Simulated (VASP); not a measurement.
# InAs (P4/mmm) in VASP: a series of runs

InAs is run at these levels: PBE; tasks: single point.

Everything below comes from runs of VASP 6.6.1. Logs are shortened: lines on timing, memory, paths and dates and some standing lists are left out, and cuts for length are marked.

### 1 The cell of the first run

It takes space group P4/mmm (No. 123, tetragonal). Conventional cell: a = 3.000 Å, b = 3.000 Å, c = 5.883 Å, α = 90.00°, β = 90.00°, γ = 90.00°. In (site symmetry 4/mmm) has 2 As at 2.94 Å and 4 In at 3.00 Å within 3.9 Å. Within 3.9 Å of As (site symmetry 4/mmm) lie 2 In at 2.94 Å and 4 As at 3.00 Å.

### 2 Single point, PBE (Sb replaced by As, lengths x 0.957, strained)

INCAR reads:

```
  PREC = Accurate
  ENCUT = 500
  EDIFF = 1E-6
  ISMEAR = 0
  SIGMA = 0.1
  LREAL = False
  LASPH = True
  NELM = 120
  ALGO = Normal
  ISIF = 2
  LWAVE = False
  LCHARG = False
  GGA = PE
  NBANDS = 16
  GGA_COMPAT = False
```

KPOINTS reads:

```
regular mesh
0
Gamma
  6 6 4
```

POSCAR reads:

```
InAs
1.0
    3.0004923406      0.0000000000      0.0000000000
    0.0000000000      3.0004923406      0.0000000000
    0.0000000000      0.0000000000      5.8831027185
In As
1 1
Direct
    0.0000000000      0.0000000000      0.0000000000
    0.0000000000      0.0000000000      0.5000000000
```

Potentials or basis: VASP PAW PBE potentials, release 64 (In_d, As).

The run is started by

```
cat potpaw_PBE.64/In_d/POTCAR potpaw_PBE.64/As/POTCAR > POTCAR
mpirun -np 1 vasp_std > vasp.out
```

OUTCAR:

```text
PREC = Accurate
   ENCUT = 500
   EDIFF = 1E-6
   ISMEAR = 0
   LREAL = False
   LASPH = True
   NELM = 120
   ISIF = 2
   GGA = PE

 ion  position               nearest neighbor table
   1  0.000  0.000  0.000-   2 2.94   2 2.94
   2  0.000  0.000  0.500-   1 2.94   1 2.94

  LATTYP: Found a simple tetragonal cell.
 ALAT       =     3.0004923406
 C/A-ratio  =     1.9607124601

  Lattice vectors:

 A1 = (   3.0004923406,   0.0000000000,   0.0000000000)
 A2 = (   0.0000000000,   3.0004923406,   0.0000000000)
 A3 = (   0.0000000000,   0.0000000000,   5.8831027185)

Analysis of symmetry for initial positions (statically):
=====================================================================
 Subroutine PRICEL returns:
 Original cell was already a primitive cell.

 Routine SETGRP: Setting up the symmetry group for a
 simple tetragonal supercell.

 Subroutine GETGRP returns: Found 16 space group operations
 (whereof 16 operations were pure point group operations)
 out of a pool of 16 trial point group operations.

The static configuration has the point symmetry D_4h.

Analysis of symmetry for dynamics (positions and initial velocities):
=====================================================================
 Subroutine PRICEL returns:
 Original cell was already a primitive cell.

 Routine SETGRP: Setting up the symmetry group for a
 simple tetragonal supercell.

 Subroutine GETGRP returns: Found 16 space group operations
 (whereof 16 operations were pure point group operations)
 out of a pool of 16 trial point group operations.

The dynamic configuration has the point symmetry D_4h.

 Subroutine INISYM returns: Found 16 space group operations
 (whereof 16 operations are pure point group operations),
 and found     1 'primitive' translations

----------------------------------------------------------------------------------------

                                     Primitive cell

  volume of cell :      52.9653

  direct lattice vectors                    reciprocal lattice vectors
     3.000492341  0.000000000  0.000000000     0.333278638  0.000000000  0.000000000
     0.000000000  3.000492341  0.000000000     0.000000000  0.333278638  0.000000000
     0.000000000  0.000000000  5.883102718     0.000000000  0.000000000  0.169978334

[... 74 lines left out ...]
   PREC   = accura    normal or accurate (medium, high low for compatibility)
   ISTART =      0    job   : 0-new  1-cont  2-samecut
   ICHARG =      2    charge: 1-file 2-atom 10-const
   ISPIN  =      1    spin polarized calculation?
   LNONCOLLINEAR =      F non collinear calculations
   LSORBIT =      F    spin-orbit coupling
   LASPH  =      T    aspherical Exc in radial PAW
   ENCUT  =  500.0 eV  36.75 Ry    6.06 a.u.   5.47  5.47 10.73*2*pi/ulx,y,z
   NELM   =    120;   NELMIN=  2; NELMDL= -5     # of ELM steps
   EDIFF  = 0.1E-05   stopping-criterion for ELM
   LREAL  =      F    real-space projection
   EDIFFG = 0.1E-04   stopping-criterion for IOM
   NSW    =      0    number of steps for IOM
   IBRION =     -1    ionic relax: 0-MD 1-quasi-New 2-CG
   NFREE  =      0    steps in history (QN), initial steepest desc. (CG)
   ISIF   =      2    stress and relaxation
   ISYM   =      2    0-nonsym 1-usesym 2-fastsym
   POTIM  = 0.5000    time-step for ionic-motion
   TEBEG  =    0.0;   TEEND  =   0.0 temperature during run
   PSTRESS=    0.0 pullay stress
   NELECT =      18.0000    total number of electrons
   NUPDOWN=      -1.0000    fix difference up-down
   EMIN   =  10.00;   EMAX   =-10.00  energy-range for DOS
   EFERMI =   0.00;   METHOD = LEGACY
   ISMEAR =     0;   SIGMA  =   0.10  broadening in eV -4-tet -1-fermi 0-gaus
   EFERMI_NEDOS =   21; number of points for ismear=-14 and -15
   IALGO  =     38    algorithm
   IMIX   =      4    mixing-type and parameters
     AMIX     =   0.40;   BMIX     =  1.00
     AMIX_MAG =   1.60;   BMIX_MAG =  1.00
  volume/ion in A,a.u.               =      26.48       178.71
  Fermi-wavevector in a.u.,A,eV,Ry     =   1.142445  2.158907 17.758049  1.305180
  Thomas-Fermi vector in A             =   2.279143
   LORBIT       =      0    0 simple, 1 ext, 2 COOP (PROOUT), +10 PAW based schemes
   GGA     = PE    functional components
   LHFCALC =     F    Hartree Fock is set to
   AEXX    =    0.0000 exact exchange contribution
   IVDW    =     0    specifies the selected vdW correction
   LEPSILON=     F    determine dielectric tensor
   LRPA    =     F    only Hartree local field effects (RPA)
 non-spin polarized calculation
 Gauss-broadening in eV      SIGMA  =   0.10
  energy-cutoff  :      500.00
  volume of cell :       52.97
 maximum number of plane-waves:      1373
 NGX is ok and might be reduce to    24
   NGX = 11   NGY = 11   NGZ = 21

 number of electron      18.0000005 magnetization

 Free energy of the ion-electron system (eV)
  ---------------------------------------------------
  ext. energy  EPLUGINS =         0.00000000
  ---------------------------------------------------
  free energy    TOTEN  =        -6.95555500 eV

  energy without entropy =       -6.95239155  energy(sigma->0) =       -6.95397327

 E-fermi :   5.2011     XC(G=0):  -9.6378

 val. band max:        5.1900414026   @ k =   0.1667   0.1667   0.5000
 cond. band min:       5.3310330871   @ k =   0.3333   0.1667   0.5000
 fundamental gap:      0.1409916845
 Fermi energy:         5.2010892882

 k-point     1 :       0.0000    0.0000    0.0000
  band No.  band energies     occupation
      1      -9.8100      2.00000
      2      -9.5395      2.00000
      3      -9.0932      2.00000
      4      -9.0932      2.00000
      5      -9.0121      2.00000
      6      -7.0374      2.00000
[... 433 lines left out ...]
      3      -9.2311      2.00000
      4      -9.0690      2.00000
      5      -9.0391      2.00000
      6      -4.9696      2.00000
[... 8 lines left out ...]
     15      16.3916      0.00000
     16      17.1982      0.00000

 [... further k-points ...]
[... 5 lines left out ...]
  --------------------------------------------------------------------------------------
  -------------------------------------------------------------------------------------
  Total       -1.7348271     -1.7348271      0.1104987      0.0000000      0.0000000     -0.0000000
  in kB      -52.4777623    -52.4777623      3.3425367      0.0000000      0.0000000     -0.0000000
  external PRESSURE =     -33.8709960 kB  Pullay stress =       0.0000000 kB

 VOLUME and BASIS-vectors are now :
 -----------------------------------------------------------------------------
  energy-cutoff  :      500.00
  volume of cell :       52.97
      direct lattice vectors                 reciprocal lattice vectors
     3.000492341  0.000000000  0.000000000     0.333278638  0.000000000  0.000000000
     0.000000000  3.000492341  0.000000000     0.000000000  0.333278638  0.000000000
     0.000000000  0.000000000  5.883102718     0.000000000  0.000000000  0.169978334

 POSITION                                       TOTAL-FORCE (eV/Angst)
 -----------------------------------------------------------------------------------
      0.00000      0.00000      0.00000         0.000000      0.000000      0.000000
      0.00000      0.00000      2.94155         0.000000      0.000000      0.000000
 -----------------------------------------------------------------------------------
    total drift:                                0.000000     -0.000000     -0.000000

  FREE ENERGIE OF THE ION-ELECTRON SYSTEM (eV)
  ---------------------------------------------------
  free  energy   TOTEN  =        -6.9555549963 eV

  energy  without entropy=       -6.9523915503  energy(sigma->0) =       -6.95397327
```

stdout:

```text
POSCAR found type information on POSCAR InAs
 POSCAR found :  2 types and       2 ions
 scaLAPACK will be used
 LDA part: xc-table for (Slater+PW92), standard interpolation
 POSCAR, INCAR and KPOINTS ok, starting setup
 FFT: planning ... GRIDC
 FFT: planning ... GRID_SOFT
 FFT: planning ... GRID
 WAVECAR not read
 entering main loop
```

Wall time 24 s (1 thread of Intel Xeon 8259CL, shared host); peak memory 0.17 GiB.

What came out:

```yaml
Free_energy: -6.9556 eV
Pressure: -3.4 GPa
Band_gap_on_the_k_mesh: zero (band 9 reaches 8.49 eV, above the bottom of band 10 at 3.63 eV)
```

Caveat: the cell differs from its parent crystal (Sb replaced by As, lengths x 0.957, strained); spin-orbit coupling is left out, which moves the levels of the heavy elements.

### 3 Single point, PBE (Sb replaced by As, lengths x 0.957, strained)

INCAR reads:

```
SYSTEM = InAs
  PREC = Accurate
  ENCUT = 500
  EDIFF = 1E-6
  ISMEAR = 0
  SIGMA = 0.1
  LREAL = .False.
  LASPH = .True.
  NELM = 120
  ALGO = Normal
  ISIF = 2
  LWAVE = .False.
  LCHARG = .False.
  GGA = PE
  NBANDS = 16
  GGA_COMPAT = .False.
```

KPOINTS reads:

```
Automatic mesh
0
Gamma
  14 14 8
  0 0 0
```

POSCAR is that of step 2.

Potentials or basis: VASP PAW PBE potentials, release 64 (In_d, As).

The run is started by

```
cat potpaw_PBE.64/In_d/POTCAR potpaw_PBE.64/As/POTCAR > POTCAR
mpirun -np 1 vasp_std > vasp.out
```

OUTCAR:

```text
SYSTEM = InAs
   PREC = Accurate
   ENCUT = 500
   EDIFF = 1E-6
   ISMEAR = 0
   LREAL = .False.
   LASPH = .True.
   NELM = 120
   ISIF = 2
   GGA = PE

 ion  position               nearest neighbor table
   1  0.000  0.000  0.000-   2 2.94   2 2.94
   2  0.000  0.000  0.500-   1 2.94   1 2.94

  LATTYP: Found a simple tetragonal cell.
 ALAT       =     3.0004923406
 C/A-ratio  =     1.9607124601

  Lattice vectors:

 A1 = (   3.0004923406,   0.0000000000,   0.0000000000)
 A2 = (   0.0000000000,   3.0004923406,   0.0000000000)
 A3 = (   0.0000000000,   0.0000000000,   5.8831027185)

Analysis of symmetry for initial positions (statically):
=====================================================================
 Subroutine PRICEL returns:
 Original cell was already a primitive cell.

 Routine SETGRP: Setting up the symmetry group for a
 simple tetragonal supercell.

 Subroutine GETGRP returns: Found 16 space group operations
 (whereof 16 operations were pure point group operations)
 out of a pool of 16 trial point group operations.

The static configuration has the point symmetry D_4h.

Analysis of symmetry for dynamics (positions and initial velocities):
=====================================================================
 Subroutine PRICEL returns:
 Original cell was already a primitive cell.

 Routine SETGRP: Setting up the symmetry group for a
 simple tetragonal supercell.

 Subroutine GETGRP returns: Found 16 space group operations
 (whereof 16 operations were pure point group operations)
 out of a pool of 16 trial point group operations.

The dynamic configuration has the point symmetry D_4h.

 Subroutine INISYM returns: Found 16 space group operations
 (whereof 16 operations are pure point group operations),
 and found     1 'primitive' translations

----------------------------------------------------------------------------------------

                                     Primitive cell

  volume of cell :      52.9653

  direct lattice vectors                    reciprocal lattice vectors
     3.000492341  0.000000000  0.000000000     0.333278638  0.000000000  0.000000000
     0.000000000  3.000492341  0.000000000     0.000000000  0.333278638  0.000000000
     0.000000000  0.000000000  5.883102718     0.000000000  0.000000000  0.169978334

  length of vectors
     3.000492341  3.000492341  5.883102718     0.333278638  0.333278638  0.169978334

  position of ions in fractional coordinates (direct lattice)
     0.000000000  0.000000000  0.000000000
     0.000000000  0.000000000  0.500000000

  ion indices of the primitive-cell ions
   primitive index   ion index
                 1           1
                 2           2

----------------------------------------------------------------------------------------

 KPOINTS: Automatic mesh

Automatic generation of k-mesh.
 Grid dimensions read from file:
 generate k-points for:   14   14    8

 Generating k-lattice:

  Cartesian coordinates                     Fractional coordinates (reciprocal lattice)
     0.023805617  0.000000000  0.000000000     0.071428571  0.000000000  0.000000000
     0.000000000  0.023805617  0.000000000     0.000000000  0.071428571  0.000000000
     0.000000000  0.000000000  0.021247292     0.000000000  0.000000000  0.125000000

  Length of vectors
     0.023805617  0.023805617  0.021247292

  Shift w.r.t. Gamma in fractional coordinates (k-lattice)
     0.000000000  0.000000000  0.000000000

 Subroutine IBZKPT returns following result:
 ===========================================

 Found    180 irreducible k-points:

 Following reciprocal coordinates:
            Coordinates               Weight
  0.000000  0.000000  0.000000      1.000000
  0.071429  0.000000  0.000000      4.000000
  0.142857  0.000000  0.000000      4.000000
  0.214286  0.000000  0.000000      4.000000
  0.285714  0.000000  0.000000      4.000000
  0.357143  0.000000  0.000000      4.000000
[... 16 lines left out ...]
  0.285714  0.214286  0.000000      8.000000
  0.357143  0.214286  0.000000      8.000000
 [... further k-points ...]
   k-points           NKPTS =    180   k-points in BZ     NKDIM =    180   number of bands    NBANDS=     16
   number of dos      NEDOS =    301   number of ions     NIONS =      2
   total plane-waves  NPLWV =  27648
   dimension x,y,z NGX =    24 NGY =   24 NGZ =   48
   dimension x,y,z NGXF=    48 NGYF=   48 NGZF=   96
   ions per type =               1   1
   NGX,Y,Z   is equivalent  to a cutoff of  13.30, 13.30, 13.56 a.u.
   NGXF,Y,Z  is equivalent  to a cutoff of  26.59, 26.59, 27.13 a.u.
 SYSTEM =  InAs
   PREC   = accura    normal or accurate (medium, high low for compatibility)
   ISTART =      0    job   : 0-new  1-cont  2-samecut
   ICHARG =      2    charge: 1-file 2-atom 10-const
   ISPIN  =      1    spin polarized calculation?
   LNONCOLLINEAR =      F non collinear calculations
   LSORBIT =      F    spin-orbit coupling
   LASPH  =      T    aspherical Exc in radial PAW
   ENCUT  =  500.0 eV  36.75 Ry    6.06 a.u.   5.47  5.47 10.73*2*pi/ulx,y,z
   NELM   =    120;   NELMIN=  2; NELMDL= -5     # of ELM steps
   EDIFF  = 0.1E-05   stopping-criterion for ELM
   LREAL  =      F    real-space projection
   EDIFFG = 0.1E-04   stopping-criterion for IOM
   NSW    =      0    number of steps for IOM
   IBRION =     -1    ionic relax: 0-MD 1-quasi-New 2-CG
   NFREE  =      0    steps in history (QN), initial steepest desc. (CG)
   ISIF   =      2    stress and relaxation
   ISYM   =      2    0-nonsym 1-usesym 2-fastsym
   POTIM  = 0.5000    time-step for ionic-motion
   TEBEG  =    0.0;   TEEND  =   0.0 temperature during run
   PSTRESS=    0.0 pullay stress
   NELECT =      18.0000    total number of electrons
   NUPDOWN=      -1.0000    fix difference up-down
   EMIN   =  10.00;   EMAX   =-10.00  energy-range for DOS
   EFERMI =   0.00;   METHOD = LEGACY
   ISMEAR =     0;   SIGMA  =   0.10  broadening in eV -4-tet -1-fermi 0-gaus
   EFERMI_NEDOS =   21; number of points for ismear=-14 and -15
   IALGO  =     38    algorithm
   IMIX   =      4    mixing-type and parameters
     AMIX     =   0.40;   BMIX     =  1.00
     AMIX_MAG =   1.60;   BMIX_MAG =  1.00
  volume/ion in A,a.u.               =      26.48       178.71
  Fermi-wavevector in a.u.,A,eV,Ry     =   1.142445  2.158907 17.758049  1.305180
  Thomas-Fermi vector in A             =   2.279143
   LORBIT       =      0    0 simple, 1 ext, 2 COOP (PROOUT), +10 PAW based schemes
   GGA     = PE    functional components
   LHFCALC =     F    Hartree Fock is set to
   AEXX    =    0.0000 exact exchange contribution
   IVDW    =     0    specifies the selected vdW correction
   LEPSILON=     F    determine dielectric tensor
   LRPA    =     F    only Hartree local field effects (RPA)
 non-spin polarized calculation
 Gauss-broadening in eV      SIGMA  =   0.10
  energy-cutoff  :      500.00
  volume of cell :       52.97
 maximum number of plane-waves:      1373
 NGX is ok and might be reduce to    24
   NGX = 11   NGY = 11   NGZ = 21

 number of electron      18.0000005 magnetization

 Free energy of the ion-electron system (eV)
  ---------------------------------------------------
  ext. energy  EPLUGINS =         0.00000000
  ---------------------------------------------------
  free energy    TOTEN  =        -6.85289604 eV

  energy without entropy =       -6.84594520  energy(sigma->0) =       -6.84942062

 E-fermi :   5.0289     XC(G=0):  -9.6483

 val. band max:        5.0181784644   @ k =   0.2143   0.1429   0.2500
 cond. band min:       5.0386600193   @ k =   0.1429   0.1429   0.5000
 fundamental gap:      0.0204815550
 Fermi energy:         5.0289044607

 k-point     1 :       0.0000    0.0000    0.0000
  band No.  band energies     occupation
      1      -9.9639      2.00000
      2      -9.6860      2.00000
      3      -9.2440      2.00000
      4      -9.2440      2.00000
      5      -9.1662      2.00000
      6      -6.9552      2.00000
[... 8 lines left out ...]
     15      14.5515      0.00000
     16      15.2033      0.00000
[... 419 lines left out ...]
 k-point    24 :       0.3571    0.2143    0.0000
  band No.  band energies     occupation
      1      -9.5187      2.00000
      2      -9.4698      2.00000
      3      -9.4627      2.00000
      4      -9.3310      2.00000
      5      -9.2915      2.00000
      6      -4.8527      2.00000
[... 8 lines left out ...]
     15      14.1722      0.00000
     16      15.4163      0.00000

 [... further k-points ...]

------------------------ aborting loop because EDIFF is reached ----------------------------------------

  FORCE on cell =-STRESS in cart. coord.  units (eV):
  Direction    XX          YY          ZZ          XY          YZ          ZX
  --------------------------------------------------------------------------------------
  -------------------------------------------------------------------------------------
  Total       -1.2485629     -1.2485629     -0.9463981      0.0000000      0.0000000     -0.0000000
  in kB      -37.7684835    -37.7684835    -28.6281281      0.0000000      0.0000000     -0.0000000
  external PRESSURE =     -34.7216984 kB  Pullay stress =       0.0000000 kB

 VOLUME and BASIS-vectors are now :
 -----------------------------------------------------------------------------
  energy-cutoff  :      500.00
  volume of cell :       52.97
      direct lattice vectors                 reciprocal lattice vectors
     3.000492341  0.000000000  0.000000000     0.333278638  0.000000000  0.000000000
     0.000000000  3.000492341  0.000000000     0.000000000  0.333278638  0.000000000
     0.000000000  0.000000000  5.883102718     0.000000000  0.000000000  0.169978334

 POSITION                                       TOTAL-FORCE (eV/Angst)
 -----------------------------------------------------------------------------------
      0.00000      0.00000      0.00000         0.000000      0.000000      0.000000
      0.00000      0.00000      2.94155         0.000000      0.000000      0.000000
 -----------------------------------------------------------------------------------
    total drift:                                0.000000      0.000000      0.000000

  FREE ENERGIE OF THE ION-ELECTRON SYSTEM (eV)
  ---------------------------------------------------
  free  energy   TOTEN  =        -6.8528960421 eV

  energy  without entropy=       -6.8459451991  energy(sigma->0) =       -6.84942062
```

stdout:

```text
POSCAR found type information on POSCAR InAs
 POSCAR found :  2 types and       2 ions
 scaLAPACK will be used
 LDA part: xc-table for (Slater+PW92), standard interpolation
 POSCAR, INCAR and KPOINTS ok, starting setup
 FFT: planning ... GRIDC
 FFT: planning ... GRID_SOFT
 FFT: planning ... GRID
 WAVECAR not read
 entering main loop
```

Wall time 2.1 min (1 thread of Intel Xeon 8259CL, shared host); peak memory 0.29 GiB.

What came out:

```
Free energy            : -6.8529 eV
Pressure               : -3.5 GPa
Band gap on the k mesh : zero (band 9 reaches 8.59 eV, above the bottom of band 10 at 3.53 eV)
```

Stress tensor (GPa, compression positive):
```
-3.78  0.00  0.00
 0.00 -3.78  0.00
 0.00  0.00 -2.86
```

Caveat: the cell differs from its parent crystal (Sb replaced by As, lengths x 0.957, strained); spin-orbit coupling is left out, which moves the levels of the heavy elements.
